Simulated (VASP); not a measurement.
# Al (P6_3/mmc) in VASP: a series of runs

Al is run at these levels: PBEsol; tasks: single point.

Program: VASP 6.6.1. These are calculated values, not measurements. Logs are shortened: lines on timing, memory, paths and dates and some standing lists are left out, and cuts for length are marked.

## Step 1: The cell of the first run

Symmetry: P6_3/mmc, No. 194, hexagonal system. The conventional cell has a = 2.890 Å, b = 2.890 Å, c = 4.490 Å, α = 90.00°, β = 90.00°, γ = 120.00°. Al (site symmetry -6m2) has 12 Al at 2.80 to 2.89 Å within 3.7 Å.

## Step 2: Single point, PBEsol

File INCAR:

```
  PREC = Accurate
  ENCUT = 520
  EDIFF = 1E-6
  ISMEAR = 0
  SIGMA = 0.15
  LREAL = F
  LASPH = T
  NELM = 100
  ALGO = Normal
  ISIF = 2
  LWAVE = F
  LCHARG = F
  GGA = PS
  NBANDS = 10
```

File KPOINTS:

```
Automatic mesh
0
Gamma
  18 18 10
```

File POSCAR:

```
Al
1.0
    2.8896000000      0.0000000000      0.0000000000
   -1.4448000000      2.5024670068      0.0000000000
    0.0000000000      0.0000000000      4.4899000000
Al
2
Direct
    0.6666666667      0.3333333333      0.7500000000
    0.3333333333      0.6666666667      0.2500000000
```

Potentials or basis: VASP PAW PBE potentials, release 64 (Al).

Started as:

```sh
$ cat potpaw_PBE.64/Al/POTCAR > POTCAR
$ mpirun -np 1 vasp_std > vasp.out
```

OUTCAR:

```text
PREC = Accurate
   ENCUT = 520
   EDIFF = 1E-6
   ISMEAR = 0
   LREAL = F
   LASPH = T
   NELM = 100
   ISIF = 2
   GGA = PS

 ion  position               nearest neighbor table
   1  0.667  0.333  0.750-   2 2.80   2 2.80   2 2.80   2 2.80   2 2.80   2 2.80
   2  0.333  0.667  0.250-   1 2.80   1 2.80   1 2.80   1 2.80   1 2.80   1 2.80

  LATTYP: Found a hexagonal cell.
 ALAT       =     2.8896000000
 C/A-ratio  =     1.5538136766

  Lattice vectors:

 A1 = (   2.8896000000,   0.0000000000,   0.0000000000)
 A2 = (  -1.4448000000,   2.5024670068,   0.0000000000)
 A3 = (   0.0000000000,   0.0000000000,   4.4899000000)

Analysis of symmetry for initial positions (statically):
=====================================================================
 Subroutine PRICEL returns:
 Original cell was already a primitive cell.

 Routine SETGRP: Setting up the symmetry group for a
 hexagonal supercell.

 Subroutine GETGRP returns: Found 24 space group operations
 (whereof 12 operations were pure point group operations)
 out of a pool of 24 trial point group operations.

The static configuration has the point symmetry D_3d.
 The point group associated with its full space group is D_6h.

Analysis of symmetry for dynamics (positions and initial velocities):
=====================================================================
 Subroutine PRICEL returns:
 Original cell was already a primitive cell.

 Routine SETGRP: Setting up the symmetry group for a
 hexagonal supercell.

 Subroutine GETGRP returns: Found 24 space group operations
 (whereof 12 operations were pure point group operations)
 out of a pool of 24 trial point group operations.

The dynamic configuration has the point symmetry D_3d.
 The point group associated with its full space group is D_6h.

 Subroutine INISYM returns: Found 24 space group operations
 (whereof 12 operations are pure point group operations),
 and found     1 'primitive' translations

----------------------------------------------------------------------------------------

                                     Primitive cell

  volume of cell :      32.4670

  direct lattice vectors                    reciprocal lattice vectors
     2.889600000  0.000000000  0.000000000     0.346068660  0.199802834  0.000000000
    -1.444800000  2.502467007  0.000000000     0.000000000  0.399605668  0.000000000
     0.000000000  0.000000000  4.489900000     0.000000000  0.000000000  0.222722110

  length of vectors
     2.889600000  2.889600000  4.489900000     0.399605668  0.399605668  0.222722110

  position of ions in fractional coordinates (direct lattice)
     0.666666667  0.333333333  0.750000000
     0.333333333  0.666666667  0.250000000

  ion indices of the primitive-cell ions
   primitive index   ion index
                 1           1
                 2           2

----------------------------------------------------------------------------------------

 KPOINTS: Automatic mesh

Automatic generation of k-mesh.
 Grid dimensions read from file:
 generate k-points for:   18   18   10

 Generating k-lattice:

  Cartesian coordinates                     Fractional coordinates (reciprocal lattice)
     0.019226037  0.011100157  0.000000000     0.055555556  0.000000000  0.000000000
     0.000000000  0.022200315  0.000000000     0.000000000  0.055555556  0.000000000
     0.000000000  0.000000000  0.022272211     0.000000000  0.000000000  0.100000000

  Length of vectors
     0.022200315  0.022200315  0.022272211

  Shift w.r.t. Gamma in fractional coordinates (k-lattice)
     0.000000000  0.000000000  0.000000000

 Subroutine IBZKPT returns following result:
 ===========================================

 Found    222 irreducible k-points:

 Following reciprocal coordinates:
            Coordinates               Weight
  0.000000  0.000000  0.000000      1.000000
  0.055556  0.000000  0.000000      6.000000
  0.111111  0.000000  0.000000      6.000000
  0.166667  0.000000  0.000000      6.000000
  0.222222  0.000000  0.000000      6.000000
  0.277778  0.000000  0.000000      6.000000
[... 16 lines left out ...]
  0.333333  0.111111  0.000000     12.000000
  0.388889  0.111111  0.000000     12.000000
 [... further k-points ...]
   k-points           NKPTS =    222   k-points in BZ     NKDIM =    222   number of bands    NBANDS=     10
   number of dos      NEDOS =    301   number of ions     NIONS =      2
   total plane-waves  NPLWV =  20736
   dimension x,y,z NGX =    24 NGY =   24 NGZ =   36
   dimension x,y,z NGXF=    48 NGYF=   48 NGZF=   72
   ions per type =               2
   NGX,Y,Z   is equivalent  to a cutoff of  13.81, 13.81, 13.33 a.u.
   NGXF,Y,Z  is equivalent  to a cutoff of  27.62, 27.62, 26.66 a.u.
 SYSTEM =  unknown system
   PREC   = accura    normal or accurate (medium, high low for compatibility)
   ISTART =      0    job   : 0-new  1-cont  2-samecut
   ICHARG =      2    charge: 1-file 2-atom 10-const
   ISPIN  =      1    spin polarized calculation?
   LNONCOLLINEAR =      F non collinear calculations
   LSORBIT =      F    spin-orbit coupling
   LASPH  =      T    aspherical Exc in radial PAW
   ENCUT  =  520.0 eV  38.22 Ry    6.18 a.u.   5.37  5.37  8.35*2*pi/ulx,y,z
   NELM   =    100;   NELMIN=  2; NELMDL= -5     # of ELM steps
   EDIFF  = 0.1E-05   stopping-criterion for ELM
   LREAL  =      F    real-space projection
   EDIFFG = 0.1E-04   stopping-criterion for IOM
   NSW    =      0    number of steps for IOM
   IBRION =     -1    ionic relax: 0-MD 1-quasi-New 2-CG
   NFREE  =      0    steps in history (QN), initial steepest desc. (CG)
   ISIF   =      2    stress and relaxation
   ISYM   =      2    0-nonsym 1-usesym 2-fastsym
   POTIM  = 0.5000    time-step for ionic-motion
   TEBEG  =    0.0;   TEEND  =   0.0 temperature during run
   PSTRESS=    0.0 pullay stress
   NELECT =       6.0000    total number of electrons
   NUPDOWN=      -1.0000    fix difference up-down
   EMIN   =  10.00;   EMAX   =-10.00  energy-range for DOS
   EFERMI =   0.00;   METHOD = LEGACY
   ISMEAR =     0;   SIGMA  =   0.15  broadening in eV -4-tet -1-fermi 0-gaus
   EFERMI_NEDOS =   21; number of points for ismear=-14 and -15
   IALGO  =     38    algorithm
   IMIX   =      4    mixing-type and parameters
     AMIX     =   0.40;   BMIX     =  1.00
     AMIX_MAG =   1.60;   BMIX_MAG =  1.00
  volume/ion in A,a.u.               =      16.23       109.55
  Fermi-wavevector in a.u.,A,eV,Ry     =   0.932490  1.762151 11.830785  0.869538
  Thomas-Fermi vector in A             =   2.059093
   LORBIT       =      0    0 simple, 1 ext, 2 COOP (PROOUT), +10 PAW based schemes
   GGA     = PS    functional components
   LHFCALC =     F    Hartree Fock is set to
   AEXX    =    0.0000 exact exchange contribution
   IVDW    =     0    specifies the selected vdW correction
   LEPSILON=     F    determine dielectric tensor
   LRPA    =     F    only Hartree local field effects (RPA)
 non-spin polarized calculation
 Gauss-broadening in eV      SIGMA  =   0.15
  energy-cutoff  :      520.00
  volume of cell :       32.47
 maximum number of plane-waves:       899
 NGX is ok and might be reduce to    24
   NGX = 11   NGY = 11   NGZ = 17

 number of electron       6.0000000 magnetization

 Free energy of the ion-electron system (eV)
  ---------------------------------------------------
  ext. energy  EPLUGINS =         0.00000000
  ---------------------------------------------------
  free energy    TOTEN  =        -8.10505965 eV

  energy without entropy =       -8.09480146  energy(sigma->0) =       -8.09993055

 E-fermi :   8.1105     XC(G=0): -10.3163

 val. band max:        8.1043925195   @ k =   0.2778   0.2222   0.3000
 cond. band min:       8.1265545042   @ k =   0.3333   0.3333   0.3000
 fundamental gap:      0.0221619848
 Fermi energy:         8.1104602669

 k-point     1 :       0.0000    0.0000    0.0000
  band No.  band energies     occupation
      1      -3.1267      2.00000
      2       3.7534      2.00000
      3       4.3386      2.00000
      4      17.9935      0.00000
      5      17.9935      0.00000
      6      18.5387      0.00000
      7      18.5387      0.00000
      8      20.6504      0.00000
      9      21.5832      0.00000
     10      23.6087      0.00000

 k-point     2 :       0.0556    0.0000    0.0000
  band No.  band energies     occupation
      1      -3.0539      2.00000
      2       3.8205      2.00000
      3       4.4095      2.00000
      4      16.5730      0.00000
      5      17.1632      0.00000
      6      18.4766      0.00000
      7      19.4963      0.00000
      8      21.3846      0.00000
      9      22.2453      0.00000
     10      22.4650      0.00000

 k-point     3 :       0.1111    0.0000    0.0000
  band No.  band energies     occupation
      1      -2.8355      2.00000
      2       4.0219      2.00000
      3       4.6211      2.00000
      4      14.5775      0.00000
      5      16.2363      0.00000
      6      17.7410      0.00000
      7      20.6785      0.00000
      8      20.8028      0.00000
      9      21.1172      0.00000
     10      22.4692      0.00000

 k-point     4 :       0.1667    0.0000    0.0000
  band No.  band energies     occupation
      1      -2.4723      2.00000
      2       4.3574      2.00000
      3       4.9701      2.00000
      4      12.5848      0.00000
      5      15.4262      0.00000
      6      16.8808      0.00000
      7      18.7854      0.00000
      8      19.5478      0.00000
      9      21.6677      0.00000
     10      21.6873      0.00000
[... 222 lines left out ...]
 k-point    22 :       0.2778    0.1111    0.0000
  band No.  band energies     occupation
      1      -0.3135      2.00000
      2       6.3666      2.00000
      3       6.5957      2.00000
      4       7.7890      1.99756
      5      10.9605      0.00000
      6      13.6647      0.00000
      7      14.5908      0.00000
      8      17.5105      0.00000
      9      18.0656      0.00000
     10      18.4791      0.00000

 k-point    23 :       0.3333    0.1111    0.0000
  band No.  band energies     occupation
      1       0.6107      2.00000
      2       5.5597      2.00000
      3       7.2296      2.00000
      4       8.1035      1.05219
      5      10.5998      0.00000
      6      12.1553      0.00000
      7      13.2023      0.00000
      8      17.1463      0.00000
      9      17.7679      0.00000
     10      18.1595      0.00000

 k-point    24 :       0.3889    0.1111    0.0000
  band No.  band energies     occupation
      1       1.6667      2.00000
      2       4.1751      2.00000
      3       8.2002      0.39740
      4       8.9600      0.00000
      5      10.3067      0.00000
      6      10.7920      0.00000
      7      12.0357      0.00000
      8      16.9305      0.00000
      9      17.5882      0.00000
     10      17.9660      0.00000

 [... further k-points ...]

------------------------ aborting loop because EDIFF is reached ----------------------------------------

  FORCE on cell =-STRESS in cart. coord.  units (eV):
  Direction    XX          YY          ZZ          XY          YZ          ZX
  --------------------------------------------------------------------------------------
  -------------------------------------------------------------------------------------
  Total       -0.1547728     -0.1547728      0.7277597      0.0000000     -0.0000000      0.0000000
  in kB       -7.6376981     -7.6376981     35.9133447      0.0000000     -0.0000000      0.0000000
  external PRESSURE =       6.8793162 kB  Pullay stress =       0.0000000 kB

 VOLUME and BASIS-vectors are now :
 -----------------------------------------------------------------------------
  energy-cutoff  :      520.00
  volume of cell :       32.47
      direct lattice vectors                 reciprocal lattice vectors
     2.889600000  0.000000000  0.000000000     0.346068660  0.199802834  0.000000000
    -1.444800000  2.502467007  0.000000000     0.000000000  0.399605668  0.000000000
     0.000000000  0.000000000  4.489900000     0.000000000  0.000000000  0.222722110

 POSITION                                       TOTAL-FORCE (eV/Angst)
 -----------------------------------------------------------------------------------
      1.44480      0.83416      3.36742         0.000000     -0.000000      0.000000
     -0.00000      1.66831      1.12247        -0.000000      0.000000      0.000000
 -----------------------------------------------------------------------------------
    total drift:                                0.000000     -0.000000      0.000000

  FREE ENERGIE OF THE ION-ELECTRON SYSTEM (eV)
  ---------------------------------------------------
  free  energy   TOTEN  =        -8.1050596456 eV

  energy  without entropy=       -8.0948014559  energy(sigma->0) =       -8.09993055
```

Run time: 15 s. Hardware: 1 thread of Intel Xeon 6975P-C (Granite Rapids), shared host; peak memory 0.18 GiB.

What came out:

```
Free energy            : -8.1051 eV
Pressure               : 0.7 GPa
Band gap on the k mesh : zero (band 3 reaches 13.04 eV, above the bottom of band 4 at 4.79 eV)
```

Stress tensor (GPa, compression positive):
```
-0.76  0.00  0.00
 0.00 -0.76  0.00
 0.00  0.00  3.59
```

Caveat: the PAW data sets were made with another functional, which shifts forces and pressure a little.

## Step 3: Single point, PBEsol

This run uses another cell than the first one, of 16.36 Å³/atom, 1.008 times its volume.

File INCAR:

```
SYSTEM = Al
  PREC = Accurate
  ENCUT = 520
  EDIFF = 1E-6
  ISMEAR = 0
  SIGMA = 0.15
  LREAL = .False.
  LASPH = .True.
  NELM = 60
  ALGO = Normal
  ISIF = 2
  LWAVE = .False.
  LCHARG = .False.
  GGA = PS
  NBANDS = 10
```

File KPOINTS:

```
Automatic mesh
0
Gamma
  18 18 10
  0 0 0
```

File POSCAR:

```
Al
1.0
    2.8098000000      0.0000000000      0.0000000000
   -1.4049000000      2.4333581796      0.0000000000
    0.0000000000      0.0000000000      4.7867000000
Al
2
Direct
    0.6666666667      0.3333333333      0.7500000000
    0.3333333333      0.6666666667      0.2500000000
```

Potentials or basis: VASP PAW PBE potentials, release 64 (Al).

Started as:

```sh
$ cat potpaw_PBE.64/Al/POTCAR > POTCAR
$ mpirun -np 1 vasp_std > vasp.out
```

Wall time 14 s (1 thread of Intel Xeon 6975P-C (Granite Rapids), shared host); peak memory 0.19 GiB.

It converged, with:

| Quantity | Value |
| --- | --- |
| Free energy | -8.1173 eV |
| Pressure | -0.1 GPa |
| Band gap on the k mesh | zero (band 3 reaches 11.84 eV, above the bottom of band 4 at 4.90 eV) |

Stress tensor (GPa, compression positive):
```
 0.29  0.00  0.00
 0.00  0.29  0.00
 0.00  0.00 -0.81
```

Levels at points of the mesh, in eV from the Fermi level:
| k point | band 1 | band 2 | band 3 | band 4 | band 5 | band 6 |
| --- | --- | --- | --- | --- | --- | --- |
| (0.00, 0.00, 0.00) | -11.17 | -4.89 | -4.82 | 11.34 | 11.34 | 11.51 |
| (0.50, 0.00, 0.00) | -5.13 | -5.03 | 0.62 | 0.79 | 1.44 | 1.51 |
| (0.00, 0.00, 0.50) | -9.57 | -9.57 | 2.70 | 2.70 | 12.39 | 12.39 |
| (0.50, 0.00, 0.50) | -3.87 | -3.87 | -3.12 | -3.12 | 7.52 | 7.52 |

Caveat: the PAW data sets were made with another functional, which shifts forces and pressure a little.
